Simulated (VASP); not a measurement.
# SnO2 (P4_2/mnm) in VASP: settings compared

Aim: see how the results for SnO2 move with the level of theory and the settings. Levels: PBE, PBEsol. Tasks: G0W0 quasiparticle levels, vibrations by perturbation theory.

Everything below comes from runs of VASP 6.6.1. Logs are shortened: lines on timing, memory, paths and dates and some standing lists are left out, and cuts for length are marked.

**1. The cell of the first run**

It takes space group P4_2/mnm (No. 136, tetragonal). The conventional cell has a = 4.760 Å, b = 4.760 Å, c = 3.200 Å, α = 90.00°, β = 90.00°, γ = 90.00°. Within 2.7 Å of Sn (site symmetry mmm) lie 6 O at 2.06 to 2.07 Å. O (site symmetry m2m) has 3 Sn at 2.06 to 2.07 Å and 1 O at 2.61 Å within 2.7 Å.

**2. G0W0 quasiparticle levels, PBE**

The input, POSCAR:

```
SnO2
1.0
    4.7604949050      0.0000000000      0.0000000000
    0.0000000000      4.7604949050      0.0000000000
    0.0000000000      0.0000000000      3.2001628095
Sn O
2 4
Direct
    0.0000000000      0.0000000000      0.0000000000
    0.5000000000      0.5000000000      0.5000000000
    0.3058809151      0.3058809151      0.0000000000
    0.1941190849      0.8058809151      0.5000000000
    0.6941190849      0.6941190849      0.0000000000
    0.8058809151      0.1941190849      0.5000000000
```

The input, INCAR.step1:

```
SYSTEM = SnO2
PREC = Accurate ; ENCUT = 500
EDIFF = 1E-8 ; ISMEAR = 0
SIGMA = 0.01 ; LREAL = .FALSE.
LASPH = .TRUE. ; NELM = 80
ALGO = Normal ; LWAVE = .TRUE.
LCHARG = .FALSE. ; GGA = PE
```

The input, INCAR.step2:

```
SYSTEM = SnO2
PREC = Accurate ; ENCUT = 500
EDIFF = 1E-8 ; ISMEAR = 0
SIGMA = 0.01 ; LREAL = .FALSE.
LASPH = .TRUE. ; NELM = 1
ALGO = Exact ; LWAVE = .TRUE.
LCHARG = .FALSE. ; GGA = PE
NBANDS = 242 ; LOPTICS = .TRUE.
ISTART = 1
```

The input, INCAR.step3:

```
SYSTEM = SnO2
PREC = Accurate ; ENCUT = 500
EDIFF = 1E-8 ; ISMEAR = 0
SIGMA = 0.01 ; LREAL = .FALSE.
LASPH = .TRUE. ; ALGO = EVGW0
LWAVE = .FALSE. ; LCHARG = .FALSE.
GGA = PE ; NELMGW = 1
NBANDS = 242 ; ENCUTGW = 120.0
NOMEGA = 96 ; PRECFOCK = Fast
ISTART = 1 ; NBANDSGW = 34
OMEGAMAX = 20
```

The input, KPOINTS:

```
regular mesh
0
G
  4 4 4
  0 0 0
```

Potentials or basis: VASP PAW PBE potentials, release 64 (Sn_d_GW, O_GW).

Launch:

```console
$ cat potpaw_PBE.64/Sn_d_GW/POTCAR potpaw_PBE.64/O_GW/POTCAR > POTCAR
$ cp INCAR.step1 INCAR
$ mpirun -np 1 vasp_std > vasp.out
$ cp INCAR.step2 INCAR
$ mpirun -np 1 vasp_std > vasp.out
$ cp INCAR.step3 INCAR
$ mpirun -np 1 vasp_std > vasp.out
```

OUTCAR:

```text
SYSTEM = SnO2
   PREC = Accurate
   ENCUT = 500
   EDIFF = 1E-8
   ISMEAR = 0
   LREAL = .FALSE.
   LASPH = .TRUE.
   GGA = PE
   NELMGW = 1
   ENCUTGW = 120.0
   PRECFOCK = Fast
   ISTART = 1

 ion  position               nearest neighbor table
   1  0.000  0.000  0.000-   3 2.06   5 2.06   4 2.07   6 2.07   4 2.07   6 2.07
   2  0.500  0.500  0.500-   4 2.06   6 2.06   5 2.07   3 2.07   3 2.07   5 2.07
   3  0.306  0.306  0.000-   1 2.06   2 2.07   2 2.07
   4  0.194  0.806  0.500-   2 2.06   1 2.07   1 2.07
   5  0.694  0.694  0.000-   1 2.06   2 2.07   2 2.07
   6  0.806  0.194  0.500-   2 2.06   1 2.07   1 2.07

  LATTYP: Found a simple tetragonal cell.
 ALAT       =     4.7604949050
 C/A-ratio  =     0.6722332181

  Lattice vectors:

 A1 = (   4.7604949050,   0.0000000000,   0.0000000000)
 A2 = (   0.0000000000,   4.7604949050,   0.0000000000)
 A3 = (   0.0000000000,   0.0000000000,   3.2001628095)

Analysis of symmetry for initial positions (statically):
=====================================================================
 Subroutine PRICEL returns:
 Original cell was already a primitive cell.

 Routine SETGRP: Setting up the symmetry group for a
 simple tetragonal supercell.

 Subroutine GETGRP returns: Found 16 space group operations
 (whereof  8 operations were pure point group operations)
 out of a pool of 16 trial point group operations.

The static configuration has the point symmetry D_2h.
 The point group associated with its full space group is D_4h.

Analysis of symmetry for dynamics (positions and initial velocities):
=====================================================================
 Subroutine PRICEL returns:
 Original cell was already a primitive cell.

 Routine SETGRP: Setting up the symmetry group for a
 simple tetragonal supercell.

 Subroutine GETGRP returns: Found 16 space group operations
 (whereof  8 operations were pure point group operations)
 out of a pool of 16 trial point group operations.

The dynamic configuration has the point symmetry D_2h.
 The point group associated with its full space group is D_4h.

 Subroutine INISYM returns: Found 16 space group operations
 (whereof  8 operations are pure point group operations),
 and found     1 'primitive' translations

----------------------------------------------------------------------------------------

                                     Primitive cell

  volume of cell :      72.5231

  direct lattice vectors                    reciprocal lattice vectors
     4.760494905  0.000000000  0.000000000     0.210062193  0.000000000  0.000000000
     0.000000000  4.760494905  0.000000000     0.000000000  0.210062193  0.000000000
     0.000000000  0.000000000  3.200162810     0.000000000  0.000000000  0.312484101

  length of vectors
     4.760494905  4.760494905  3.200162810     0.210062193  0.210062193  0.312484101

  position of ions in fractional coordinates (direct lattice)
     0.000000000  0.000000000  0.000000000
     0.500000000  0.500000000  0.500000000
     0.305880915  0.305880915  0.000000000
     0.194119085  0.805880915  0.500000000
     0.694119085  0.694119085  0.000000000
     0.805880915  0.194119085  0.500000000

  ion indices of the primitive-cell ions
   primitive index   ion index
                 1           1
                 2           2
                 3           3
                 4           4
                 5           5
                 6           6

----------------------------------------------------------------------------------------

 KPOINTS: regular mesh

Automatic generation of k-mesh.
 Grid dimensions read from file:
 generate k-points for:    4    4    4

 Generating k-lattice:

  Cartesian coordinates                     Fractional coordinates (reciprocal lattice)
     0.052515548  0.000000000  0.000000000     0.250000000  0.000000000  0.000000000
     0.000000000  0.052515548  0.000000000     0.000000000  0.250000000  0.000000000
     0.000000000  0.000000000  0.078121025     0.000000000  0.000000000  0.250000000

  Length of vectors
     0.052515548  0.052515548  0.078121025

  Shift w.r.t. Gamma in fractional coordinates (k-lattice)
     0.000000000  0.000000000  0.000000000

 Subroutine IBZKPT returns following result:
 ===========================================

 Found     18 irreducible k-points:

 Following reciprocal coordinates:
            Coordinates               Weight
  0.000000  0.000000  0.000000      1.000000
  0.250000  0.000000  0.000000      4.000000
  0.500000  0.000000  0.000000      2.000000
  0.250000  0.250000  0.000000      4.000000
  0.500000  0.250000  0.000000      4.000000
  0.500000  0.500000  0.000000      1.000000
[... 10 lines left out ...]
  0.500000  0.250000  0.500000      4.000000
  0.500000  0.500000  0.500000      1.000000
   k-points           NKPTS =     18   k-points in BZ     NKDIM =     64   number of bands    NBANDS=    242
   number of dos      NEDOS =    301   number of ions     NIONS =      6
   total plane-waves  NPLWV =  31104
   dimension x,y,z NGX =    36 NGY =   36 NGZ =   24
   dimension x,y,z NGXF=    72 NGYF=   72 NGZF=   48
   ions per type =               2   4
   NGX,Y,Z   is equivalent  to a cutoff of  12.57, 12.57, 12.47 a.u.
   NGXF,Y,Z  is equivalent  to a cutoff of  25.14, 25.14, 24.94 a.u.
 SYSTEM =  SnO2
   PREC   = accura    normal or accurate (medium, high low for compatibility)
   ISTART =      1    job   : 0-new  1-cont  2-samecut
   ICHARG =      0    charge: 1-file 2-atom 10-const
   ISPIN  =      1    spin polarized calculation?
   LNONCOLLINEAR =      F non collinear calculations
   LSORBIT =      F    spin-orbit coupling
   LASPH  =      T    aspherical Exc in radial PAW
   ENCUT  =  500.0 eV  36.75 Ry    6.06 a.u.   8.68  8.68  5.83*2*pi/ulx,y,z
   NELM   =     60;   NELMIN=  2; NELMDL=  0     # of ELM steps
   EDIFF  = 0.1E-07   stopping-criterion for ELM
   LREAL  =      F    real-space projection
   EDIFFG = 0.1E-06   stopping-criterion for IOM
   NSW    =      0    number of steps for IOM
   IBRION =     -1    ionic relax: 0-MD 1-quasi-New 2-CG
   NFREE  =      0    steps in history (QN), initial steepest desc. (CG)
   ISIF   =      0    stress and relaxation
   ISYM   =      3    0-nonsym 1-usesym 2-fastsym
   POTIM  = 0.5000    time-step for ionic-motion
   TEBEG  =    0.0;   TEEND  =   0.0 temperature during run
   PSTRESS=    0.0 pullay stress
   NELECT =      52.0000    total number of electrons
   NUPDOWN=      -1.0000    fix difference up-down
   EMIN   =  10.00;   EMAX   =-10.00  energy-range for DOS
   EFERMI =   0.00;   METHOD = LEGACY
   ISMEAR =     0;   SIGMA  =   0.01  broadening in eV -4-tet -1-fermi 0-gaus
   EFERMI_NEDOS =   21; number of points for ismear=-14 and -15
   IALGO  =     38    algorithm
   IMIX   =      4    mixing-type and parameters
     AMIX     =   0.40;   BMIX     =  1.00
     AMIX_MAG =   1.60;   BMIX_MAG =  1.00
  volume/ion in A,a.u.               =      12.09        81.57
  Fermi-wavevector in a.u.,A,eV,Ry     =   1.465268  2.768956 29.211865  2.147011
  Thomas-Fermi vector in A             =   2.581146
   LORBIT       =      0    0 simple, 1 ext, 2 COOP (PROOUT), +10 PAW based schemes
   GGA     = PE    functional components
   LHFCALC =     T    Hartree Fock is set to
   PRECFOCK=fast      Normal, Fast or Accurate (Low or Medium for compatibility)
   ENCUT4O =  -1.0   cutoff for four orbital integrals eV
   NKREDX  =     1    reduce k-point grid by
   NKREDY  =     1    reduce k-point grid by
   NKREDZ  =     1    reduce k-point grid by
   AEXX    =    1.0000 exact exchange contribution
   HFSCREEN=    0.0000 screening length (either q_TF or 0.3 A-1)
   HFSCREENC=   0.0000 screening length for correlation (either q_TF or 0.3 A-1)
   ENCUTFOCK=  -1.0 apply spherical cutoff to Coloumb kernel
   IVDW    =     0    specifies the selected vdW correction
   LEPSILON=     F    determine dielectric tensor
   LRPA    =     F    only Hartree local field effects (RPA)
   LRPAFORCE           =     F    calculate RPA forces
   ENCUTGW             = 120.0    cutoff for response function in eV
   ENCUTGWSOFT         =  96.0    soft cutoff for Coulomb kernel in GW response function in eV
   ENCUTLF             =  -1.0    cutoff for local field effects
   NELMGW              =     1    number of iterations in solving QP/BSE equation
   NELMHF              =     1    number of iterations in the inner HF iteration
   NKREDLFX            =     1    NKREDLFY  =   1   NKREDLFZ  =   1
 non-spin polarized calculation
 Gauss-broadening in eV      SIGMA  =   0.01
  energy-cutoff  :      500.00
  volume of cell :       72.52
 maximum number of plane-waves:      1867
 NGX is ok and might be reduce to    36
  NGX = 20; NGY = 20; NGZ = 14
   NGX = 17   NGY = 17   NGZ = 11
 maximum number of plane-waves:       230
 NGX is ok and might be reduce to    18

 QP shifts <psi_nk| G(iteration)W_0 |psi_nk>: iteration 1
 for sc-GW calculations column KS-energies equals QP-energies in previous step
 and V_xc(KS)=  KS-energies - (<T + V_ion + V_H > + <T+V_H+V_ion>^1  + <V_x>^1)

 k-point   1 :       0.0000    0.0000    0.0000
  band No.  KS-energies  QP-energies   sigma(KS)   V_xc(KS)     V^pw_x(r,r')   Z            occupation Imag(sigma)

      1     -16.9154     -19.5681     -21.3257     -17.6816     -28.3550       0.7279       2.0000       0.4559
      2     -16.1637     -19.1713     -21.3234     -17.4030     -27.3922       0.7672       2.0000       0.3634
      3     -15.9223     -19.0762     -21.4342     -17.3478     -26.9580       0.7718       2.0000       0.1621
      4     -15.8953     -19.1447     -21.7049     -17.5357     -27.4413       0.7794       2.0000       0.3041
      5     -15.8953     -19.1447     -21.7049     -17.5357     -27.4413       0.7794       2.0000       0.3041
      6     -15.8225     -18.9363     -21.6078     -17.5494     -27.3740       0.7672       2.0000       0.2222
[... 26 lines left out ...]
     33      16.1986      17.5242     -13.2724     -14.9954      -7.9156       0.7694       0.0000      -0.1727
     34      16.1986      17.5242     -13.2724     -14.9954      -7.9156       0.7694       0.0000      -0.1727

 k-point   2 :       0.2500    0.0000    0.0000
  band No.  KS-energies  QP-energies   sigma(KS)   V_xc(KS)     V^pw_x(r,r')   Z            occupation Imag(sigma)

      1     -16.8232     -19.5054     -21.3370     -17.6668     -28.2846       0.7308       2.0000       0.4509
      2     -16.2756     -19.2453     -21.3810     -17.4856     -27.6301       0.7624       2.0000       0.4008
      3     -15.9212     -19.0567     -21.4375     -17.3634     -26.9909       0.7696       2.0000       0.1618
      4     -15.8915     -19.1486     -21.7122     -17.5403     -27.4476       0.7807       2.0000       0.3029
      5     -15.8915     -19.1486     -21.7122     -17.5403     -27.4476       0.7807       2.0000       0.3029
      6     -15.8824     -18.9249     -21.5105     -17.5073     -27.3053       0.7600       2.0000       0.1919
[... 26 lines left out ...]
     33      15.6901      16.9564     -13.0988     -14.7327      -7.8998       0.7750       0.0000      -0.1577
     34      16.2916      17.1490     -10.2906     -11.3624      -5.2306       0.8000       0.0000      -0.1302
[... 568 lines left out ...]
     33      15.6355      16.8427     -12.9266     -14.4838      -7.6803       0.7753       0.0000      -0.1656
     34      15.6355      16.8427     -12.9266     -14.4838      -7.6803       0.7753       0.0000      -0.1656

 k-point  18 :       0.5000    0.5000    0.5000
  band No.  KS-energies  QP-energies   sigma(KS)   V_xc(KS)     V^pw_x(r,r')   Z            occupation Imag(sigma)

      1     -16.6699     -19.4437     -21.4247     -17.6730     -28.2110       0.7394       2.0000       0.4337
      2     -16.6699     -19.4437     -21.4247     -17.6730     -28.2110       0.7394       2.0000       0.4337
      3     -16.2156     -19.1549     -21.5335     -17.6351     -27.8997       0.7540       2.0000       0.3896
      4     -16.2156     -19.1549     -21.5335     -17.6351     -27.8997       0.7540       2.0000       0.3896
      5     -15.7736     -18.9409     -21.5028     -17.4022     -27.0191       0.7724       2.0000       0.1348
      6     -15.7736     -18.9409     -21.5028     -17.4022     -27.0191       0.7724       2.0000       0.1348
[... 26 lines left out ...]
     33      15.2276      16.5752     -14.4172     -16.1955      -9.0655       0.7578       0.0000      -0.1878
     34      15.2276      16.5752     -14.4172     -16.1955      -9.0655       0.7578       0.0000      -0.1878
```

Run time: 30 min. Hardware: 1 thread of Intel Xeon 6975P-C (Granite Rapids), shared host; peak memory 1.6 GiB.

Results:

- Quasiparticle gap: 2.50 eV
- Least direct quasiparticle gap: 2.50 eV
- Band gap of the starting levels on the mesh: 1.08 eV
- Least direct gap of the starting levels on the mesh: 1.08 eV

Caveat: the k points lie up to 0.49 Å⁻¹ apart; bands, screening cutoff and mesh are small and nothing is extrapolated, so the quasiparticle values aren't converged; spin-orbit coupling is left out, which moves the levels of the heavy elements.

(Continued in part 2 of 2.)
